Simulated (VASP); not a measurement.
# SiO2 (P4_32_12) in VASP: further runs, part 2 of 2

VASP 6.6.1.

### 3 Single point, r2SCAN (volume scaled by 0.97, then relaxed in part)

File POSCAR:

```
SiO2
1.0
    4.9382814444      0.0000000000      0.0000000000
    0.0000000000      4.9382814444      0.0000000000
    0.0000000000      0.0000000000      6.8351094573
Si O
4 8
Direct
    0.8068572673      0.8068572673      0.5000000000
    0.6931427327      0.3068572673      0.2500000000
    0.1931427327      0.1931427327      0.0000000000
    0.3068572673      0.6931427327      0.7500000000
    0.2636436922      0.3819913748      0.8142056929
    0.1180086252      0.7636436922      0.5642056929
    0.7363563078      0.6180086252      0.3142056929
    0.8819913748      0.2363563078      0.0642056929
    0.7636436922      0.1180086252      0.4357943071
    0.6180086252      0.7363563078      0.6857943071
    0.2363563078      0.8819913748      0.9357943071
    0.3819913748      0.2636436922      0.1857943071
```

File INCAR.step1:

```
ALGO = Normal
EDIFF = 1E-4
ENCUT = 520
GGA = PE
ISMEAR = 0
LASPH = True
LCHARG = False
LREAL = False
LWAVE = True
NBANDS = 44
NELM = 100
PREC = Accurate
SIGMA = 0.02
```

File INCAR.step2:

```
ALGO = Normal
EDIFF = 1E-7
ENCUT = 520
ISIF = 2
ISMEAR = 0
ISTART = 1
LASPH = True
LCHARG = False
LMIXTAU = True
LREAL = False
LWAVE = False
METAGGA = R2SCAN
NBANDS = 44
NELM = 100
PREC = Accurate
SIGMA = 0.02
```

File KPOINTS:

```
k-points
0
Gamma
  6 6 4
```

Potentials or basis: VASP PAW PBE potentials, release 64 (Si, O).

Run with:

```console
$ cat potpaw_PBE.64/Si/POTCAR potpaw_PBE.64/O/POTCAR > POTCAR
$ cp INCAR.step1 INCAR
$ mpirun -np 1 vasp_std > vasp.out
$ cp INCAR.step2 INCAR
$ mpirun -np 1 vasp_std > vasp.out
```

OUTCAR:

```text
EDIFF = 1E-7
   ENCUT = 520
   ISIF = 2
   ISMEAR = 0
   ISTART = 1
   LASPH = True
   LREAL = False
   METAGGA = R2SCAN
   NELM = 100
   PREC = Accurate

 ion  position               nearest neighbor table
   1  0.807  0.807  0.500-   6 1.61   9 1.61   7 1.61  10 1.61   2 3.05   4 3.05   2 3.05   4 3.05

   2  0.693  0.307  0.250-   7 1.61  12 1.61   9 1.61   8 1.61   1 3.05   3 3.05   1 3.05   3 3.05

   3  0.193  0.193  0.000-   8 1.61  11 1.61   5 1.61  12 1.61   2 3.05   4 3.05   4 3.05   2 3.05

   4  0.307  0.693  0.750-   5 1.61  10 1.61   6 1.61  11 1.61   1 3.05   3 3.05   3 3.05   1 3.05

   5  0.264  0.382  0.814-   4 1.61   3 1.61
   6  0.118  0.764  0.564-   1 1.61   4 1.61
   7  0.736  0.618  0.314-   2 1.61   1 1.61
   8  0.882  0.236  0.064-   3 1.61   2 1.61
   9  0.764  0.118  0.436-   1 1.61   2 1.61
  10  0.618  0.736  0.686-   4 1.61   1 1.61
  11  0.236  0.882  0.936-   3 1.61   4 1.61
  12  0.382  0.264  0.186-   2 1.61   3 1.61

  LATTYP: Found a simple tetragonal cell.
 ALAT       =     4.9382814444
 C/A-ratio  =     1.3841069073

  Lattice vectors:

 A1 = (   4.9382814444,   0.0000000000,   0.0000000000)
 A2 = (   0.0000000000,   4.9382814444,   0.0000000000)
 A3 = (   0.0000000000,   0.0000000000,   6.8351094573)

Analysis of symmetry for initial positions (statically):
=====================================================================
 Subroutine PRICEL returns:
 Original cell was already a primitive cell.

 Routine SETGRP: Setting up the symmetry group for a
 simple tetragonal supercell.

 Subroutine GETGRP returns: Found  8 space group operations
 (whereof  2 operations were pure point group operations)
 out of a pool of 16 trial point group operations.

The static configuration has the point symmetry C_2 .
 The point group associated with its full space group is D_4 .

[... 155 lines left out ...]
  Fermi-wavevector in a.u.,A,eV,Ry     =   1.189878  2.248543 19.263260  1.415810
  Thomas-Fermi vector in A             =   2.325975
   LORBIT       =      0    0 simple, 1 ext, 2 COOP (PROOUT), +10 PAW based schemes
   METAGGA = R2SCAN    functional components
   LHFCALC =     F    Hartree Fock is set to
   AEXX    =    0.0000 exact exchange contribution
   IVDW    =     0    specifies the selected vdW correction
   LEPSILON=     F    determine dielectric tensor
   LRPA    =     F    only Hartree local field effects (RPA)
 non-spin polarized calculation
 Gauss-broadening in eV      SIGMA  =   0.02
  energy-cutoff  :      520.00
  volume of cell :      166.69
 maximum number of plane-waves:      4506
 NGX is ok and might be reduce to    40
   NGX = 19   NGY = 19   NGZ = 25

 number of electron      64.0000011 magnetization

 Free energy of the ion-electron system (eV)
  ---------------------------------------------------
  ext. energy  EPLUGINS =         0.00000000
  ---------------------------------------------------
  free energy    TOTEN  =      -119.14836605 eV

  energy without entropy =     -119.14836605  energy(sigma->0) =     -119.14836605

 E-fermi :  -0.0050     XC(G=0):  -9.0651

 val. band max:       -0.1120395334   @ k =   0.0000   0.0000   0.0000
 cond. band min:       6.2954826125   @ k =   0.0000   0.0000   0.0000
 fundamental gap:      6.4075221459
 Fermi energy:        -0.0049914220

 k-point     1 :       0.0000    0.0000    0.0000
  band No.  band energies     occupation
      1     -20.5823      2.00000
      2     -19.6665      2.00000
      3     -19.6665      2.00000
      4     -18.5308      2.00000
      5     -18.4732      2.00000
      6     -18.4682      2.00000
[... 1117 lines left out ...]
     43      12.3197      0.00000
     44      12.3197      0.00000

 [... further k-points ...]
[... 5 lines left out ...]
  --------------------------------------------------------------------------------------
  -------------------------------------------------------------------------------------
  Total        0.7615455      0.7615455      0.6308518      0.0000000      0.0000000     -0.0000000
  in kB        7.3199694      7.3199694      6.0637427      0.0000000      0.0000000     -0.0000000
  external PRESSURE =       6.9012272 kB  Pullay stress =       0.0000000 kB

 VOLUME and BASIS-vectors are now :
 -----------------------------------------------------------------------------
  energy-cutoff  :      520.00
  volume of cell :      166.69
      direct lattice vectors                 reciprocal lattice vectors
     4.938281444  0.000000000  0.000000000     0.202499597  0.000000000  0.000000000
     0.000000000  4.938281444  0.000000000     0.000000000  0.202499597  0.000000000
     0.000000000  0.000000000  6.835109457     0.000000000  0.000000000  0.146303436

 POSITION                                       TOTAL-FORCE (eV/Angst)
 -----------------------------------------------------------------------------------
      3.98449      3.98449      3.41755         0.020601      0.020601      0.000000
      3.42293      1.51535      1.70878        -0.020601      0.020601      0.000000
      0.95379      0.95379      0.00000        -0.020601     -0.020601      0.000000
      1.51535      3.42293      5.12633         0.020601     -0.020601      0.000000
      1.30195      1.88638      5.56519        -0.000524     -0.008535      0.008393
      0.58276      3.77109      3.85641         0.008535     -0.000524      0.008393
      3.63633      3.05190      2.14763         0.000524      0.008535      0.008393
      4.35552      1.16719      0.43885        -0.008535      0.000524      0.008393
      3.77109      0.58276      2.97870        -0.000524      0.008535     -0.008393
      3.05190      3.63633      4.68748         0.008535      0.000524     -0.008393
      1.16719      4.35552      6.39626         0.000524     -0.008535     -0.008393
      1.88638      1.30195      1.26992        -0.008535     -0.000524     -0.008393
 -----------------------------------------------------------------------------------
    total drift:                               -0.000000      0.000000     -0.000000

  FREE ENERGIE OF THE ION-ELECTRON SYSTEM (eV)
  ---------------------------------------------------
  free  energy   TOTEN  =      -119.1483660510 eV

  energy  without entropy=     -119.1483660510  energy(sigma->0) =     -119.14836605
```

OSZICAR.step1:

```text
N       E                     dE             d eps       ncg     rms          rms(c)
DAV:   1     0.398552812874E+03    0.39855E+03   -0.33106E+04  2640   0.133E+03
DAV:   2    -0.779143419117E+02   -0.47647E+03   -0.46198E+03  3340   0.313E+02
DAV:   3    -0.107268428121E+03   -0.29354E+02   -0.29217E+02  3224   0.822E+01
DAV:   4    -0.107643825093E+03   -0.37540E+00   -0.37464E+00  3296   0.102E+01
DAV:   5    -0.107650449051E+03   -0.66240E-02   -0.66203E-02  3248   0.133E+00    0.295E+01
DAV:   6    -0.947669730292E+02    0.12883E+02   -0.48933E+01  3092   0.324E+01    0.140E+01
DAV:   7    -0.947861111051E+02   -0.19138E-01   -0.14749E+00  3176   0.508E+00    0.510E+00
DAV:   8    -0.947794681321E+02    0.66430E-02   -0.75353E-02  3204   0.171E+00    0.198E+00
DAV:   9    -0.947931393779E+02   -0.13671E-01   -0.39814E-02  3004   0.119E+00    0.359E-01
DAV:  10    -0.947954531086E+02   -0.23137E-02   -0.41744E-03  2972   0.309E-01    0.113E-01
DAV:  11    -0.947954412903E+02    0.11818E-04   -0.97942E-04  3192   0.164E-01
   1 F= -.94795441E+02 E0= -.94795441E+02  d E =-.564077E-14
```

It took 15 min on 1 thread of Intel Xeon Platinum 8375C at 2.90GHz (Ice Lake), shared host; peak memory 0.39 GiB.

Results:

| Quantity | Value |
| --- | --- |
| Free energy | -119.1484 eV |
| Pressure | 0.7 GPa |
| Largest force | 0.029 eV/Å |
| Band gap on the k mesh | 6.41 eV, direct |

Forces in eV/Å, atoms in the order of the input:
```
Si   0.021  0.021  0.000
Si  -0.021  0.021  0.000
Si  -0.021 -0.021  0.000
Si   0.021 -0.021  0.000
O   -0.001 -0.009  0.008
O    0.009 -0.001  0.008
O    0.001  0.009  0.008
O   -0.009  0.001  0.008
O   -0.001  0.009 -0.008
O    0.009  0.001 -0.008
O    0.001 -0.009 -0.008
O   -0.009 -0.001 -0.008
```

Stress tensor (GPa, compression positive):
```
0.73 0.00 0.00
0.00 0.73 0.00
0.00 0.00 0.61
```

Caveat: the PAW data sets were made with another functional, which shifts forces and pressure a little. A k mesh can miss the band edges.
